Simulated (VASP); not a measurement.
# Ta2N in VASP: notebook, part 3 of 3

VASP 6.6.1. The steps go on from the part before.

## (6) Single point, PBE

INCAR

```
SYSTEM = Ta2N
PREC     = Accurate       ! precision mode
ENCUT    = 520            ! plane-wave cutoff, eV
EDIFF    = 1E-7           ! SCF threshold, eV
ISMEAR   = 1              ! smearing method
SIGMA    = 0.1            ! smearing width, eV
LREAL    = .False.        ! projectors in reciprocal space
LASPH    = .True.         ! aspherical terms in the spheres
NELM     = 60             ! most SCF steps
ALGO     = Normal         ! electronic algorithm
ISIF     = 2              ! what is computed and relaxed
LWAVE    = .False.        ! write WAVECAR
LCHARG   = .True.         ! write CHGCAR
GGA      = PE             ! functional
LELF     = .True.         ! ELF
LVHAR    = .True.       
NBANDS   = 20             ! bands
```

KPOINTS

```
regular mesh
0
Gamma
  12 12 7
  0 0 0
```

POSCAR

```
Ta2N
1.0
    3.1128620000      0.0000000000      0.0000000000
   -1.5564310000      2.6958170000      0.0000000000
    0.0000000000      0.0000000000      4.8698410000
Ta N
2 1
Direct
    0.6666666667      0.3333333333      0.7452890000
    0.3333333333      0.6666666667      0.2547110000
    0.0321247778      0.0000000000      0.0000000000
```

Potentials or basis: VASP PAW PBE potentials, release 64 (Ta_pv, N).

Run with:

```
cat potpaw_PBE.64/Ta_pv/POTCAR potpaw_PBE.64/N/POTCAR > POTCAR
mpirun -np 1 vasp_std > vasp.out
```

OUTCAR:

```text
SYSTEM = Ta2N
   PREC = Accurate
   ENCUT = 520
   EDIFF = 1E-7
   ISMEAR = 1
   LREAL = .False.
   LASPH = .True.
   NELM = 60
   ISIF = 2
   GGA = PE

 ion  position               nearest neighbor table
   1  0.667  0.333  0.745-   3 2.11   3 2.19   3 2.26   2 2.99   2 2.99   2 2.99   2 3.06   2 3.06
                             2 3.06
   2  0.333  0.667  0.255-   3 2.11   3 2.19   3 2.26   1 2.99   1 2.99   1 2.99   1 3.06   1 3.06
                             1 3.06
   3  0.032  0.000  0.000-   2 2.11   1 2.11   1 2.19   2 2.19   1 2.26   2 2.26

  LATTYP: Found a hexagonal cell.
 ALAT       =     3.1128620000
 C/A-ratio  =     1.5644255993

  Lattice vectors:

 A1 = (   3.1128620000,   0.0000000000,   0.0000000000)
 A2 = (  -1.5564310000,   2.6958170000,   0.0000000000)
 A3 = (   0.0000000000,   0.0000000000,   4.8698410000)

Analysis of symmetry for initial positions (statically):
=====================================================================
 Subroutine PRICEL returns:
 Original cell was already a primitive cell.

 Routine SETGRP: Setting up the symmetry group for a
 hexagonal supercell.

 Subroutine GETGRP returns: Found  2 space group operations
 (whereof  2 operations were pure point group operations)
 out of a pool of 24 trial point group operations.

The static configuration has the point symmetry C_2 .

Analysis of symmetry for dynamics (positions and initial velocities):
=====================================================================
 Subroutine PRICEL returns:
 Original cell was already a primitive cell.

 Routine SETGRP: Setting up the symmetry group for a
 hexagonal supercell.

 Subroutine GETGRP returns: Found  2 space group operations
 (whereof  2 operations were pure point group operations)
 out of a pool of 24 trial point group operations.

The dynamic configuration has the point symmetry C_2 .

 Subroutine INISYM returns: Found  2 space group operations
 (whereof  2 operations are pure point group operations),
[... 110 lines left out ...]
   NUPDOWN=      -1.0000    fix difference up-down
   EMIN   =  10.00;   EMAX   =-10.00  energy-range for DOS
   EFERMI =   0.00;   METHOD = LEGACY
   ISMEAR =     1;   SIGMA  =   0.10  broadening in eV -4-tet -1-fermi 0-gaus
   EFERMI_NEDOS =   21; number of points for ismear=-14 and -15
   IALGO  =     38    algorithm
   IMIX   =      4    mixing-type and parameters
     AMIX     =   0.40;   BMIX     =  1.00
     AMIX_MAG =   1.60;   BMIX_MAG =  1.00
  volume/ion in A,a.u.               =      13.62        91.93
  Fermi-wavevector in a.u.,A,eV,Ry     =   1.425852  2.694469 27.661372  2.033053
  Thomas-Fermi vector in A             =   2.546192
   LORBIT       =      0    0 simple, 1 ext, 2 COOP (PROOUT), +10 PAW based schemes
   GGA     = PE    functional components
   LHFCALC =     F    Hartree Fock is set to
   AEXX    =    0.0000 exact exchange contribution
   IVDW    =     0    specifies the selected vdW correction
   LEPSILON=     F    determine dielectric tensor
   LRPA    =     F    only Hartree local field effects (RPA)
 non-spin polarized calculation
 Methfessel and Paxton  Order N= 1 SIGMA  =   0.10
  energy-cutoff  :      520.00
  volume of cell :       40.87
 maximum number of plane-waves:      1116
   NGX = 11   NGY = 11   NGZ = 19

 number of electron      26.9999997 magnetization

 Free energy of the ion-electron system (eV)
  ---------------------------------------------------
  ext. energy  EPLUGINS =         0.00000000
  ---------------------------------------------------
  free energy    TOTEN  =       -34.31795054 eV

  energy without entropy =      -34.31819369  energy(sigma->0) =      -34.31803159

 E-fermi :   7.4101     XC(G=0): -12.8440

 val. band max:        7.4080151821   @ k =   0.2500   0.1667   0.4286
 cond. band min:       7.4154381907   @ k =   0.0833   0.0000   0.0000
 fundamental gap:      0.0074230086
 Fermi energy:         7.4100591169

 k-point     1 :       0.0000    0.0000    0.0000
  band No.  band energies     occupation
      1     -28.2219      2.00000
      2     -27.5126      2.00000
      3     -27.5112      2.00000
      4     -27.3827      2.00000
      5     -27.3810      2.00000
      6     -27.2645      2.00000
[... 541 lines left out ...]
     19      11.7888      0.00000
     20      12.5418      0.00000

 [... further k-points ...]
[... 5 lines left out ...]
  --------------------------------------------------------------------------------------
  -------------------------------------------------------------------------------------
  Total        0.0299507     -0.1992243      0.1653584      0.0000000     -0.1550792      0.0000000
  in kB        1.1742301     -7.8106634      6.4829378      0.0000000     -6.0799379      0.0000000
  external PRESSURE =      -0.0511651 kB  Pullay stress =       0.0000000 kB

 VOLUME and BASIS-vectors are now :
 -----------------------------------------------------------------------------
  energy-cutoff  :      520.00
  volume of cell :       40.87
      direct lattice vectors                 reciprocal lattice vectors
     3.112862000  0.000000000  0.000000000     0.321247778  0.185472530  0.000000000
    -1.556431000  2.695817000  0.000000000     0.000000000  0.370945060  0.000000000
     0.000000000  0.000000000  4.869841000     0.000000000  0.000000000  0.205345513

 POSITION                                       TOTAL-FORCE (eV/Angst)
 -----------------------------------------------------------------------------------
      1.55643      0.89861      3.62944         0.634275      0.090065     -0.074100
     -0.00000      1.79721      1.24040         0.634275     -0.090065      0.074100
      0.10000      0.00000      0.00000        -1.268550      0.000000      0.000000
 -----------------------------------------------------------------------------------
    total drift:                               -0.000037      0.000000      0.000000

  FREE ENERGIE OF THE ION-ELECTRON SYSTEM (eV)
  ---------------------------------------------------
  free  energy   TOTEN  =       -34.3179505363 eV

  energy  without entropy=      -34.3181936871  energy(sigma->0) =      -34.31803159
```

stdout:

```text
POSCAR found type information on POSCAR TaN
 POSCAR found :  2 types and       3 ions
 scaLAPACK will be used
 LDA part: xc-table for (Slater+PW92), standard interpolation
 POSCAR, INCAR and KPOINTS ok, starting setup
 FFT: planning ... GRIDC
 FFT: planning ... GRID_SOFT
 FFT: planning ... GRID
 WAVECAR not read
 entering main loop
```

It took 93 s on 1 thread of AMD EPYC 9R45 (Zen 5), shared host; peak memory 0.29 GiB.

Results:

* Free energy: -34.3180 eV
* Pressure: 0.0 GPa
* Largest force: 1.269 eV/Å
* Band gap on the k mesh: zero (an odd number of electrons rules out a gap without spin polarisation)

Forces on the atoms (eV/Å):
```
Ta   0.634  0.090 -0.074
Ta   0.634 -0.090  0.074
N   -1.269  0.000  0.000
```

Stress tensor (GPa, compression positive):
```
 0.12  0.00  0.00
 0.00 -0.78 -0.61
 0.00 -0.61  0.65
```

Levels at points of the mesh, in eV from the Fermi level:
| k point | band 10 | band 11 | band 12 | band 13 | band 14 | band 15 | band 16 | band 17 | band 18 | band 19 |
| --- | --- | --- | --- | --- | --- | --- | --- | --- | --- | --- |
| (0.00, 0.00, 0.00) | -5.99 | -4.90 | -0.61 | -0.45 | -0.17 | 0.23 | 0.28 | 0.70 | 1.28 | 1.28 |
| (0.50, 0.00, 0.00) | -6.32 | -4.44 | -2.58 | -1.31 | 1.80 | 1.94 | 3.74 | 4.04 | 4.19 | 4.38 |
| (0.00, 0.50, 0.00) | -6.35 | -4.38 | -2.56 | -1.32 | 1.70 | 1.88 | 3.74 | 4.07 | 4.14 | 4.47 |

Caveat: spin-orbit coupling is left out, which moves the levels of the heavy elements; forces of over 1 eV/Å act on the atoms, so gaps and moduli don't describe the material at rest.

## (7) Overview

| cell | gap on the mesh (eV) | pressure (GPa) | largest force (eV/Å) |
| --- | --- | --- | --- |
| as given, atomic positions A | none | -0.9 | 0.07 |
| as given, atomic positions B | none | 0.0 | 1.27 |
| as given, atomic positions C | none | -0.7 | 0.63 |

Alike in all rows: task single point; level PBE; potentials or basis VASP PAW PBE potentials, release 64 (Ta_pv, N); no spin polarisation; k mesh 12 × 12 × 7; cutoff (eV) 520; smearing methfessel-paxton 0.1 eV.

Caveats: spin-orbit coupling is left out, which moves the levels of the heavy elements; forces of over 1 eV/Å act on the atoms, so gaps and moduli don't describe the material at rest (at least some runs).

Absolute energies hang on the potentials; compare differences alone.

The gap in the log of VASP goes by the Fermi energy; the results here count the filled bands.